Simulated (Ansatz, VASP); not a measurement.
One calculation of Bi, two programs

```
Bi
1.0
     2.26750    1.30914    3.93800
    -2.26750    1.30914    3.93800
     0.00000   -2.61828    3.93800
Bi
2
Direct
  0.76600 0.76600 0.76600
  0.23400 0.23400 0.23400
```

Alike in both runs: functional PBE exchange alone; k mesh 7 × 7 × 7; occupations gaussian, width 0.15 eV; no spin polarisation.

|  | VASP | Ansatz |
| --- | --- | --- |
| version | VASP 6.6.1 | Ansatz 0.2.0 |
| potentials or method | VASP PAW PBE potentials, release 64 (Bi_d) | PseudoDojo stringent (PBE files) |
| plane-wave cutoff (eV) | 500 | 1197 |
| valence electrons in the cell | 30 | 46 |
| task | single point | density of states |

|  | VASP | Ansatz | Ansatz less VASP |
| --- | --- | --- | --- |
| gap on the k mesh at the Fermi level (eV) | 0.28 | 0.28 | -0.003 |
| least direct gap on the mesh (eV) | 0.57 | 0.57 | 0.000 |
| pressure (GPa) | 10.1 | 10.2 | +0.02 |
| traceless stress, the component that is largest in VASP (GPa) | -0.25 | -0.25 | +0.007 |

VASP's potentials were made for PBE, not for PBE exchange alone. The functional is the same, so the differences come from potentials, cutoffs and numerics. VASP's potentials hold 30 valence electrons a cell and Ansatz's 46, so a difference there can come from the potentials and not from the codes.

Neither program's run includes spin-orbit coupling. Noted on Ansatz's run: the potentials were made for another functional, which shifts forces and pressure; odd divisions of the mesh miss points on the zone boundary, where band edges often lie, so the gap on the mesh can be too wide.
